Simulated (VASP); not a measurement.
# Au (Fm-3m) in VASP: further runs, part 2 of 2

VASP 6.6.1. Earlier steps stand in the parts before.

## 3. Single point, PBE

This run uses another cell than the first one: it holds 1 atom, not 2.

Contents of INCAR:

```
ALGO = Normal
EDIFF = 1E-6
ENCUT = 520
GGA = PE
ISIF = 2
ISMEAR = 0
LASPH = True
LCHARG = False
LREAL = False
LWAVE = False
NBANDS = 12
NELM = 100
PREC = Accurate
SIGMA = 0.1
```

Contents of KPOINTS:

```
k-points
0
Gamma
  18 18 18
```

Contents of POSCAR:

```
Au
1.0
    0.0000000000      2.0789480793      2.0789480793
    2.0789480793      0.0000000000      2.0789480793
    2.0789480793      2.0789480793      0.0000000000
Au
1
Direct
    0.0000000000      0.0000000000      0.0000000000
```

Potentials or basis: VASP PAW PBE potentials, release 64 (Au).

Started as:

```sh
> cat potpaw_PBE.64/Au/POTCAR > POTCAR
> mpirun -np 1 vasp_std > vasp.out
```

OUTCAR:

```text
EDIFF = 1E-6
   ENCUT = 520
   GGA = PE
   ISIF = 2
   ISMEAR = 0
   LASPH = True
   LREAL = False
   NELM = 100
   PREC = Accurate

 ion  position               nearest neighbor table
   1  0.000  0.000  0.000-

  LATTYP: Found a face centered cubic cell.
 ALAT       =     4.1578961586

  Lattice vectors:

 A1 = (   0.0000000000,   2.0789480793,   2.0789480793)
 A2 = (   2.0789480793,   0.0000000000,   2.0789480793)
 A3 = (   2.0789480793,   2.0789480793,   0.0000000000)

Analysis of symmetry for initial positions (statically):
=====================================================================
 Subroutine PRICEL returns:
 Original cell was already a primitive cell.

 Routine SETGRP: Setting up the symmetry group for a
 face centered cubic supercell.

 Subroutine GETGRP returns: Found 48 space group operations
 (whereof 48 operations were pure point group operations)
 out of a pool of 48 trial point group operations.

The static configuration has the point symmetry O_h .

Analysis of symmetry for dynamics (positions and initial velocities):
=====================================================================
 Subroutine PRICEL returns:
[... 161 lines left out ...]
 Fermi energy:         8.5662586576

 k-point     1 :       0.0000    0.0000    0.0000
  band No.  band energies     occupation
      1      -0.6930      2.00000
      2       4.1970      2.00000
      3       4.1970      2.00000
      4       4.1970      2.00000
      5       5.5756      2.00000
      6       5.5756      2.00000
      7      23.1956      0.00000
      8      26.8894      0.00000
      9      26.8894      0.00000
     10      26.8894      0.00000
     11      31.6284      0.00000
     12      35.7094      0.00000
[... 331 lines left out ...]
 k-point    24 :      -0.2222    0.0556    0.0000
  band No.  band energies     occupation
      1       1.0280      2.00000
      2       3.9679      2.00000
      3       4.4800      2.00000
      4       4.5122      2.00000
      5       5.4965      2.00000
      6       5.9347      2.00000
      7      19.8485      0.00000
      8      24.1059      0.00000
      9      26.6335      0.00000
     10      29.0704      0.00000
     11      29.3887      0.00000
     12      30.9426      0.00000

 [... further k-points ...]
[... 5 lines left out ...]
  --------------------------------------------------------------------------------------
  -------------------------------------------------------------------------------------
  Total       -0.0271124     -0.0271124     -0.0271124      0.0000000      0.0000000     -0.0000000
  in kB       -2.4172245     -2.4172245     -2.4172245      0.0000000      0.0000000     -0.0000000
  external PRESSURE =      -2.4172245 kB  Pullay stress =       0.0000000 kB

 VOLUME and BASIS-vectors are now :
 -----------------------------------------------------------------------------
  energy-cutoff  :      520.00
  volume of cell :       17.97
      direct lattice vectors                 reciprocal lattice vectors
     0.000000000  2.078948079  2.078948079    -0.240506247  0.240506247  0.240506247
     2.078948079  0.000000000  2.078948079     0.240506247 -0.240506247  0.240506247
     2.078948079  2.078948079  0.000000000     0.240506247  0.240506247 -0.240506247

 POSITION                                       TOTAL-FORCE (eV/Angst)
 -----------------------------------------------------------------------------------
      0.00000      0.00000      0.00000         0.000000      0.000000      0.000000
 -----------------------------------------------------------------------------------
    total drift:                               -0.000000     -0.000000     -0.000000

  FREE ENERGIE OF THE ION-ELECTRON SYSTEM (eV)
  ---------------------------------------------------
  free  energy   TOTEN  =        -3.2223657042 eV

  energy  without entropy=       -3.2210991298  energy(sigma->0) =       -3.22173242
```

stdout:

```text
POSCAR found type information on POSCAR Au
 POSCAR found :  1 types and       1 ions
 scaLAPACK will be used
 LDA part: xc-table for (Slater+PW92), standard interpolation
 POSCAR, INCAR and KPOINTS ok, starting setup
 FFT: planning ... GRIDC
 FFT: planning ... GRID_SOFT
 FFT: planning ... GRID
 WAVECAR not read
 entering main loop
```

Wall time 44 s (1 thread of Intel Xeon 8259CL, shared host); peak memory 0.17 GiB.

What came out:

* Free energy: -3.2224 eV
* Pressure: -0.2 GPa

Levels at points of the mesh, in eV from the Fermi level:
```
           k point  band 3  band 4  band 5  band 6  band 7  band 8  band 9  band 10
(0.00, 0.00, 0.00)   -4.37   -4.37   -2.99   -2.99   14.63   18.32   18.32    18.32
(0.50, 0.00, 0.00)   -4.40   -1.90   -1.90   -0.67    2.84   14.07   16.78    16.78
(0.50, 0.50, 0.00)   -1.94   -1.60   -1.60    1.22    5.40    9.90    9.90    16.69
```

Caveat: spin-orbit coupling is left out, which moves the levels of the heavy elements.

## 4. Relaxation of cell and atoms, PBE

This run uses another cell than the first one: it holds 1 atom, not 2.

Contents of INCAR:

```
SYSTEM = Au
  ALGO = Fast
  EDIFF = 1E-7
  EDIFFG = -0.005
  ENCUT = 600
  GGA = PE
  IBRION = 2
  ISIF = 3
  ISMEAR = 0
  LASPH = .TRUE.
  LCHARG = .FALSE.
  LREAL = .FALSE.
  LWAVE = .FALSE.
  NELM = 80
  NSW = 100
  PREC = Accurate
  SIGMA = 0.1
```

Contents of KPOINTS:

```
k-points
0
G
  18 18 18
  0 0 0
```

Contents of POSCAR:

```
Au
1.0
    0.0000000000      2.0856442657      2.0856442657
    2.0856442657      0.0000000000      2.0856442657
    2.0856442657      2.0856442657      0.0000000000
Au
1
Direct
    0.0000000000      0.0000000000      0.0000000000
```

Started as:

```sh
> cat potpaw_PBE.64/Au/POTCAR > POTCAR
> mpirun -np 1 vasp_std > vasp.out
```

Run time: 2.6 min. Hardware: 1 thread of Intel Xeon 8259CL, shared host; peak memory 0.18 GiB.

It converged, with:

| Item | Value |
| --- | --- |
| Free energy | -3.2223 eV |
| Relaxed volume | 17.96 Å³/atom |
| Relaxed cell | a = 2.939 Å, b = 2.939 Å, c = 2.939 Å, α = 60.00°, β = 60.00°, γ = 60.00° |
| Space group after relaxing (to 0.05 Å) | Fm-3m (No. 225) |
| Energy gained by relaxing | 0.9 meV/atom |
| Ionic steps | 7 |
| Pressure after relaxing | 0.0 GPa |

Step by step:
| step | energy change (eV) | largest force (eV/Å) | pressure (GPa) | volume (Å³) |
| --- | --- | --- | --- | --- |
| 1 | 0.0000 | 0.0000 | -1.51 | 18.14 |
| 2 | 0.0007 | 0.0000 | 1.98 | 17.70 |
| 3 | -0.0009 | 0.0000 | 0.10 | 17.96 |
| 4 | -0.0009 | 0.0000 | -0.13 | 17.97 |
| 5 | -0.0009 | 0.0000 | -0.07 | 17.96 |
| 6 | -0.0009 | 0.0000 | -0.06 | 17.96 |
| 7 | -0.0009 | 0.0000 | -0.04 | 17.96 |

Final structure:
```xyz
1
Lattice="0.0000 2.0784 2.0784 2.0784 0.0000 2.0784 2.0784 2.0784 0.0000" Properties=species:S:1:pos:R:3 pbc="T T T"
Au    0.0000    0.0000    0.0000
```

Levels at points of the mesh, in eV from the Fermi level:
| k point | band 4 | band 5 | band 6 | band 7 | band 8 | band 9 |
| --- | --- | --- | --- | --- | --- | --- |
| (0.00, 0.00, 0.00) | -4.37 | -2.99 | -2.99 | 14.63 | 18.33 | 18.33 |
| (0.50, 0.00, 0.00) | -1.90 | -1.90 | -0.67 | 2.84 | 14.07 | 16.78 |
| (0.50, 0.50, 0.00) | -1.61 | -1.61 | 1.21 | 5.41 | 9.91 | 9.91 |

Caveat: spin-orbit coupling is left out, which moves the levels of the heavy elements.

## 5. Summary

| task | cell | k mesh | cutoff (eV) | gap on the mesh (eV) | pressure (GPa) |
| --- | --- | --- | --- | --- | --- |
| single point | a = 2.940, b = 2.940, c = 4.158 Å, 2 atoms | 18 × 18 × 12 | 520 | none | -0.1 |
| single point | a = 2.940 Å, angles 60.0°, 1 atom | 18 × 18 × 18 | 520 | none | -0.2 |
| relaxation of cell and atoms | relaxed from a = 2.950 Å, angles 60.0°, 1 atom | 18 × 18 × 18 | 600 | none | 0.0 |

Alike in all rows: level PBE; potentials or basis VASP PAW PBE potentials, release 64 (Au); no spin polarisation; smearing gaussian 0.1 eV.

Caveats: spin-orbit coupling is left out, which moves the levels of the heavy elements.

Absolute energies hang on the potentials; compare differences alone.
